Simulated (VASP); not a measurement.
# CoO (Fm-3m) in VASP: notebook

The runs below take CoO through relaxation of cell and atoms, single point, with PBEsol, PBE.

Everything below comes from runs of VASP 6.6.1. Logs are shortened: lines on timing, memory, paths and dates and some standing lists are left out, and cuts for length are marked.

## (1) The cell of the first run

Symmetry: Fm-3m, No. 225, cubic system. The conventional cell has a = 4.263 Å, b = 4.263 Å, c = 4.263 Å, α = 90.00°, β = 90.00°, γ = 90.00°. Within 2.8 Å of Co (site symmetry m-3m) lie 6 O at 2.13 Å. Within 2.8 Å of O (site symmetry m-3m) lie 6 Co at 2.13 Å.

## (2) Relaxation of cell and atoms, PBEsol, collinear spin, ferromagnetic start, target pressure 20 GPa, at which the enthalpy is minimised

INCAR

```
ALGO = Normal ; EDIFF = 1E-6
EDIFFG = -0.01 ; ENCUT = 600
GGA = PS ; IBRION = 2
ISIF = 3 ; ISMEAR = -1
ISPIN = 2 ; LASPH = T
LCHARG = F ; LMAXMIX = 4
LORBIT = 11 ; LREAL = F
LWAVE = F ; MAGMOM = 2 0
NELM = 150 ; NSW = 80
PREC = Accurate ; PSTRESS = 200.0
SIGMA = 0.05
```

KPOINTS

```
k-points
0
Gamma
  11 11 11
```

POSCAR

```
CoO
1.0
    0.0000000000      2.1315000000      2.1315000000
    2.1315000000      0.0000000000      2.1315000000
    2.1315000000      2.1315000000      0.0000000000
Co O
1 1
Direct
    0.0000000000      0.0000000000      0.0000000000
    0.5000000000      0.5000000000      0.5000000000
```

Potentials or basis: VASP PAW PBE potentials, release 64 (Co, O).

Command:

```
cat potpaw_PBE.64/Co/POTCAR potpaw_PBE.64/O/POTCAR > POTCAR
mpirun -np 1 vasp_std > vasp.out
```

OUTCAR:

```text
EDIFF = 1E-6
   EDIFFG = -0.01
   ENCUT = 600
   GGA = PS
   IBRION = 2
   ISIF = 3
   ISMEAR = -1
   ISPIN = 2
   LASPH = T
   LORBIT = 11
   LREAL = F
   NELM = 150
   NSW = 80
   PREC = Accurate
   PSTRESS = 200.0

 ion  position               nearest neighbor table
   1  0.000  0.000  0.000-   2 2.13   2 2.13   2 2.13   2 2.13   2 2.13   2 2.13
   2  0.500  0.500  0.500-   1 2.13   1 2.13   1 2.13   1 2.13   1 2.13   1 2.13

  LATTYP: Found a face centered cubic cell.
 ALAT       =     4.2630000000

  Lattice vectors:

 A1 = (   0.0000000000,   2.1315000000,   2.1315000000)
 A2 = (   2.1315000000,   0.0000000000,   2.1315000000)
 A3 = (   2.1315000000,   2.1315000000,   0.0000000000)

Analysis of symmetry for initial positions (statically):
=====================================================================
 Subroutine PRICEL returns:
 Original cell was already a primitive cell.

 Routine SETGRP: Setting up the symmetry group for a
 face centered cubic supercell.

 Subroutine GETGRP returns: Found 48 space group operations
 (whereof 48 operations were pure point group operations)
 out of a pool of 48 trial point group operations.

The static configuration has the point symmetry O_h .

Analysis of symmetry for dynamics (positions and initial velocities):
=====================================================================
 Subroutine PRICEL returns:
 Original cell was already a primitive cell.

 Routine SETGRP: Setting up the symmetry group for a
 face centered cubic supercell.

 Subroutine GETGRP returns: Found 48 space group operations
 (whereof 48 operations were pure point group operations)
 out of a pool of 48 trial point group operations.

The dynamic configuration has the point symmetry O_h .

Analysis of structural, dynamic, and magnetic symmetry:
=====================================================================
 Subroutine PRICEL returns:
 Original cell was already a primitive cell.

 Routine SETGRP: Setting up the symmetry group for a
 face centered cubic supercell.

 Subroutine GETGRP returns: Found 48 space group operations
 (whereof 48 operations were pure point group operations)
 out of a pool of 48 trial point group operations.

The overall configuration has the point symmetry O_h .

 Subroutine INISYM returns: Found 48 space group operations
 (whereof 48 operations are pure point group operations),
 and found     1 'primitive' translations

----------------------------------------------------------------------------------------

                                     Primitive cell

  volume of cell :      19.3681

  direct lattice vectors                    reciprocal lattice vectors
     0.000000000  2.131500000  2.131500000    -0.234576589  0.234576589  0.234576589
     2.131500000  0.000000000  2.131500000     0.234576589 -0.234576589  0.234576589
     2.131500000  2.131500000  0.000000000     0.234576589  0.234576589 -0.234576589

  length of vectors
     3.014396208  3.014396208  3.014396208     0.406298571  0.406298571  0.406298571

  position of ions in fractional coordinates (direct lattice)
     0.000000000  0.000000000  0.000000000
     0.500000000  0.500000000  0.500000000

  ion indices of the primitive-cell ions
   primitive index   ion index
                 1           1
                 2           2

----------------------------------------------------------------------------------------

 KPOINTS: k-points

Automatic generation of k-mesh.
 Grid dimensions read from file:
 generate k-points for:   11   11   11

 Generating k-lattice:

  Cartesian coordinates                     Fractional coordinates (reciprocal lattice)
    -0.021325144  0.021325144  0.021325144     0.090909091  0.000000000  0.000000000
     0.021325144 -0.021325144  0.021325144     0.000000000  0.090909091  0.000000000
     0.021325144  0.021325144 -0.021325144     0.000000000  0.000000000  0.090909091

  Length of vectors
     0.036936234  0.036936234  0.036936234

  Shift w.r.t. Gamma in fractional coordinates (k-lattice)
     0.000000000  0.000000000  0.000000000

 Subroutine IBZKPT returns following result:
 ===========================================

 Found     56 irreducible k-points:

 Following reciprocal coordinates:
            Coordinates               Weight
  0.000000  0.000000  0.000000      1.000000
  0.090909  0.000000  0.000000      8.000000
  0.181818  0.000000  0.000000      8.000000
  0.272727  0.000000  0.000000      8.000000
  0.363636  0.000000  0.000000      8.000000
  0.454545  0.000000  0.000000      8.000000
[... 16 lines left out ...]
 -0.272727  0.181818  0.000000     24.000000
 -0.181818  0.181818  0.000000     12.000000
 [... further k-points ...]
   k-points           NKPTS =     56   k-points in BZ     NKDIM =     56   number of bands    NBANDS=     12
   number of dos      NEDOS =    301   number of ions     NIONS =      2
   total plane-waves  NPLWV =  13824
   dimension x,y,z NGX =    24 NGY =   24 NGZ =   24
   dimension x,y,z NGXF=    48 NGYF=   48 NGZF=   48
   ions per type =               1   1
   NGX,Y,Z   is equivalent  to a cutoff of  13.24, 13.24, 13.24 a.u.
   NGXF,Y,Z  is equivalent  to a cutoff of  26.47, 26.47, 26.47 a.u.
 SYSTEM =  unknown system
   PREC   = accura    normal or accurate (medium, high low for compatibility)
   ISTART =      0    job   : 0-new  1-cont  2-samecut
   ICHARG =      2    charge: 1-file 2-atom 10-const
   ISPIN  =      2    spin polarized calculation?
   LNONCOLLINEAR =      F non collinear calculations
   LSORBIT =      F    spin-orbit coupling
   LASPH  =      T    aspherical Exc in radial PAW
   ENCUT  =  600.0 eV  44.10 Ry    6.64 a.u.   6.02  6.02  6.02*2*pi/ulx,y,z
   NELM   =    150;   NELMIN=  2; NELMDL= -5     # of ELM steps
   EDIFF  = 0.1E-05   stopping-criterion for ELM
   LREAL  =      F    real-space projection
   EDIFFG = -.1E-01   stopping-criterion for IOM
   NSW    =     80    number of steps for IOM
   IBRION =      2    ionic relax: 0-MD 1-quasi-New 2-CG
   NFREE  =      1    steps in history (QN), initial steepest desc. (CG)
   ISIF   =      3    stress and relaxation
   ISYM   =      2    0-nonsym 1-usesym 2-fastsym
   POTIM  = 0.5000    time-step for ionic-motion
   TEBEG  =    0.0;   TEEND  =   0.0 temperature during run
   PSTRESS=  200.0 pullay stress
   NELECT =      15.0000    total number of electrons
   NUPDOWN=      -1.0000    fix difference up-down
   EMIN   =  10.00;   EMAX   =-10.00  energy-range for DOS
   EFERMI =   0.00;   METHOD = LEGACY
   ISMEAR =    -1;   SIGMA  =   0.05  broadening in eV -4-tet -1-fermi 0-gaus
   EFERMI_NEDOS =   21; number of points for ismear=-14 and -15
   IALGO  =     38    algorithm
   IMIX   =      4    mixing-type and parameters
     AMIX     =   0.40;   BMIX     =  1.00
     AMIX_MAG =   1.60;   BMIX_MAG =  1.00
  volume/ion in A,a.u.               =       9.68        65.35
  Fermi-wavevector in a.u.,A,eV,Ry     =   1.503407  2.841027 30.752334  2.260233
  Thomas-Fermi vector in A             =   2.614521
   LORBIT       =     11    0 simple, 1 ext, 2 COOP (PROOUT), +10 PAW based schemes
   GGA     = PS    functional components
   LHFCALC =     F    Hartree Fock is set to
   AEXX    =    0.0000 exact exchange contribution
   IVDW    =     0    specifies the selected vdW correction
   LEPSILON=     F    determine dielectric tensor
   LRPA    =     F    only Hartree local field effects (RPA)
 conjugate gradient relaxation of ions
 spin polarized calculation
  energy-cutoff  :      600.00
  volume of cell :       19.37
 maximum number of plane-waves:       660
   NGX = 13   NGY = 13   NGZ = 13

--------------------------------------- Ionic step        1  -------------------------------------------

 number of electron      15.0000007 magnetization       2.9339401

 Free energy of the ion-electron system (eV)
  ---------------------------------------------------
  ext. energy  EPLUGINS =         0.00000000
  ---------------------------------------------------
  free energy    TOTEN  =       -13.96004694 eV

  energy without entropy =      -13.92724697  energy(sigma->0) =      -13.94364696

 E-fermi :   7.7890     XC(G=0): -12.6478

 val. band max:        7.7858182824   @ k =  -0.1818   0.2727   0.0909
 cond. band min:       7.7939412886   @ k =   0.1818   0.1818   0.0000
 fundamental gap:      0.0081230062
 Fermi energy:         7.7889979264

 spin component 1

 k-point     1 :       0.0000    0.0000    0.0000
  band No.  band energies     occupation
      1     -12.4169      1.00000
      2       4.5036      1.00000
      3       4.5036      1.00000
      4       4.5755      1.00000
      5       4.5755      1.00000
      6       4.5755      1.00000
      7       4.6491      1.00000
      8       4.6491      1.00000
      9       4.6491      1.00000
     10       8.6181      0.00000
     11      24.3515      0.00000
     12      25.6829      0.00000
[... 820 lines left out ...]
  enthalpy is  TOTEN    =       -11.8823329380 eV   P V=        2.0280819767

--------------------------------------- Ionic step        4  -------------------------------------------

 number of electron      14.9999998 magnetization       2.1543442

 Free energy of the ion-electron system (eV)
  ---------------------------------------------------
  ext. energy  EPLUGINS =         0.00000000
  ---------------------------------------------------
  free energy    TOTEN  =       -13.91929116 eV

  energy without entropy =      -13.88702242  energy(sigma->0) =      -13.90315679

 E-fermi :  10.3707     XC(G=0): -13.6684

 val. band max:       10.3693977898   @ k =   0.4545   0.3636   0.0909
 cond. band min:      10.3816177822   @ k =  -0.4545   0.3636   0.0000
 fundamental gap:      0.0122199923
 Fermi energy:        10.3707230318

 spin component 1

 k-point     1 :       0.0000    0.0000    0.0000
  band No.  band energies     occupation
      1     -11.5979      1.00000
      2       6.3048      1.00000
      3       6.3048      1.00000
      4       6.3048      1.00000
      5       7.3088      1.00000
      6       7.3088      1.00000
      7       7.3088      1.00000
      8       7.3383      1.00000
      9       7.3383      1.00000
     10      12.2839      0.00000
     11      27.4592      0.00000
     12      29.7977      0.00000
[... 738 lines left out ...]
  FREE ENERGIE OF THE ION-ELECTRON SYSTEM (eV)
  ---------------------------------------------------
  free  energy   TOTEN  =       -13.9192911605 eV

  energy  without entropy=      -13.8870224218  energy(sigma->0) =      -13.90315679

  enthalpy is  TOTEN    =       -11.8825121994 eV   P V=        2.0367789611

 reached required accuracy - stopping structural energy minimisation

 total charge

# of ion       s       p       d       tot
------------------------------------------
    1        0.348   0.484   7.351   8.182
    2        1.552   3.465   0.000   5.017
--------------------------------------------------
tot          1.900   3.949   7.351  13.199

 magnetization (x)

# of ion       s       p       d       tot
------------------------------------------
    1        0.021   0.019   1.914   1.954
    2        0.032   0.137   0.000   0.168
--------------------------------------------------
tot          0.052   0.156   1.914   2.122
```

It took 2.6 min on 1 thread of Intel Xeon 8259CL, shared host; peak memory 0.18 GiB.

What came out:

```
Free energy                                            : -13.9193 eV
Relaxed volume                                         : 8.16 Å³/atom
Relaxed cell                                           : a = 2.847 Å, b = 2.847 Å, c = 2.847 Å, α = 60.00°, β = 60.00°, γ = 60.00°
Space group after relaxing (to 0.05 Å)                 : Fm-3m (No. 225)
Energy change on relaxing (the enthalpy is what falls) : +20.4 meV/atom
Ionic steps                                            : 4
Pressure after relaxing                                : 20.0 GPa
Net moment                                             : 2.15 μB per cell
Site moments                                           : Co +1.95; O +0.17 μB
Valence electrons inside the program's atomic spheres  : Co 8.18; O 5.02
```

The path:
```
step  energy change (eV)  largest force (eV/Å)  pressure (GPa)  volume (Å³)
   1              0.0000                0.0000          -11.84        19.37
   2              0.4176                0.0000           48.13        14.46
   3              0.0496                0.0000           20.92        16.25
   4              0.0408                0.0000           19.99        16.32
```

Final structure:
```yaml
crystal:
  lattice:
    - [0.00000, 2.01310, 2.01310]
    - [2.01310, 0.00000, 2.01310]
    - [2.01310, 2.01310, 0.00000]
  atoms:
    - { symbol: Co, position: [0.00000, 0.00000, 0.00000] }
    - { symbol: O, position: [0.50000, 0.50000, 0.50000] }
```

Caveat: the cell is relaxed towards a set pressure, so the enthalpy falls and the energy may rise; the volume moved by over 15 % at a fixed basis, so the end points are rough; the PAW data sets were made with another functional, which shifts forces and pressure a little; a cell with one magnetic atom can't hold antiferromagnetic order, which such compounds often take; semilocal functionals often make such compounds metallic where correlation or magnetic order opens a gap, which also shifts bond lengths. With open d or f shells a metallic result of PBEsol can be an artefact of self-interaction; +U or a hybrid may open a gap.

## (3) Single point, PBE, collinear spin, zero start

INCAR

```
SYSTEM = CoO
PREC     = Accurate       ! precision mode
ENCUT    = 520            ! plane-wave cutoff, eV
EDIFF    = 1E-6           ! SCF threshold, eV
ISMEAR   = -1             ! smearing method
SIGMA    = 0.05           ! smearing width, eV
LREAL    = .FALSE.        ! projectors in reciprocal space
LASPH    = .TRUE.         ! aspherical terms in the spheres
NELM     = 150            ! most SCF steps
ALGO     = Normal         ! electronic algorithm
ISIF     = 2              ! what is computed and relaxed
LWAVE    = .FALSE.        ! write WAVECAR
LCHARG   = .FALSE.        ! write CHGCAR
ISPIN    = 2              ! spin polarisation
MAGMOM   = 0 0            ! initial moments
LORBIT   = 11             ! projections on sites
NUPDOWN  = 0.0            ! fixed moment
LMAXMIX  = 4              ! l up to which the mixer works
GGA      = PE             ! functional
NBANDS   = 18             ! bands
```

KPOINTS

```
regular mesh
0
G
  9 9 9
  0 0 0
```

POSCAR is that of step 2.

Potentials or basis: VASP PAW PBE potentials, release 64 (Co, O).

Command:

```
cat potpaw_PBE.64/Co/POTCAR potpaw_PBE.64/O/POTCAR > POTCAR
mpirun -np 1 vasp_std > vasp.out
```

Run time: 58 s. Hardware: 1 thread of AMD EPYC 7R13, shared host; peak memory 0.13 GiB.

It converged, with:

* Free energy: -12.5866 eV
* Pressure: -20.0 GPa
* Net moment: 0.00 μB per cell
* Valence electrons inside the program's atomic spheres: Co 7.91; O 4.92

Caveat: the total moment is fixed, so each spin has its own Fermi level.

## (4) Single point, PBE, collinear spin, ferromagnetic start

INCAR

```
SYSTEM = CoO
ALGO = Normal ; EDIFF = 1E-7
ENCUT = 520 ; GGA = PE
ISIF = 2 ; ISMEAR = -1
ISPIN = 2 ; LASPH = .True.
LCHARG = .False. ; LMAXMIX = 4
LORBIT = 11 ; LREAL = .False.
LWAVE = .False. ; MAGMOM = 0.5 0
NBANDS = 18 ; NELM = 150
NUPDOWN = 0.5 ; PREC = Accurate
SIGMA = 0.05
```

KPOINTS

```
k-points
0
Gamma
  9 9 9
  0 0 0
```

POSCAR is that of step 3.

Command:

```
cat potpaw_PBE.64/Co/POTCAR potpaw_PBE.64/O/POTCAR > POTCAR
mpirun -np 1 vasp_std > vasp.out
```

Wall time 69 s (1 thread of AMD EPYC 7R13, shared host); peak memory 0.13 GiB.

The run converged. Its results:

```
Free energy                                           : -12.6401 eV
Pressure                                              : -18.4 GPa
Net moment                                            : 0.50 μB per cell
Site moments                                          : Co +0.53; O -0.03 μB
Valence electrons inside the program's atomic spheres : Co 7.90; O 4.92
```

Caveat: the total moment is fixed, so each spin has its own Fermi level; a cell with one magnetic atom can't hold antiferromagnetic order, which such compounds often take.

## (5) Overview

| task | level | spin | fixed moment (μB) | cell | k mesh | cutoff (eV) | pressure (GPa) | moment (μB) |
| --- | --- | --- | --- | --- | --- | --- | --- | --- |
| relaxation of cell and atoms | PBEsol | collinear, ferromagnetic start | - | relaxed to 20 GPa | 11 × 11 × 11 | 600 | 20.0 | 2.15 |
| single point | PBE | collinear, zero start | 0.0 | as given | 9 × 9 × 9 | 520 | -20.0 | 0.00 |
| single point | PBE | collinear, ferromagnetic start | 0.5 | as given | 9 × 9 × 9 | 520 | -18.4 | 0.50 |

Alike in all rows: potentials or basis VASP PAW PBE potentials, release 64 (Co, O); smearing fermi-dirac 0.05 eV.

Caveats: a cell with one magnetic atom can't hold antiferromagnetic order, which such compounds often take (some runs); the total moment is fixed, so each spin has its own Fermi level (some runs); the cell is relaxed towards a set pressure, so the enthalpy falls and the energy may rise (some runs); the volume moved by over 15 % at a fixed basis, so the end points are rough (some runs); the PAW data sets were made with another functional, which shifts forces and pressure a little (some runs); semilocal functionals often make such compounds metallic where correlation or magnetic order opens a gap, which also shifts bond lengths (some runs).

Total energies depend on the potentials used, so only differences within one code and one set of settings carry meaning.
